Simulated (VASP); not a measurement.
Crystal: CdS.

```
Cd S
1.0
     0.00000    2.93921    2.99800
     2.93921    0.00000    2.99800
     2.93921    2.93921    0.00000
Cd S
1 1
Direct
  0.00000 0.00000 0.00000
  0.25000 0.25000 0.25000
```

This cell differs from its parent crystal: uniaxial z strain +2.0%.

Base run:

* Program: VASP 6.6.1
* Functional: PBE
* Potentials or basis: VASP PAW PBE potentials, release 64 (Cd, S)
* Cutoff: 520 eV
* k mesh: 8 × 8 × 8
* Occupations: fermi-dirac, width 0.02 eV
* Spin: no spin polarisation

Its results: band gap on the k mesh 1.03 eV; pressure 0.5 GPa.

Problem. The run is repeated on the same cell with these changes: functional from PBE to r2SCAN; occupations from fermi-dirac, width 0.02 eV to gaussian, width 0.01 eV. What comes out?

Solution. Band gap on the k mesh 1.47 eV; pressure -0.9 GPa.

Caveats: the PAW data sets were made with another functional, which shifts forces and pressure a little (at least some runs).

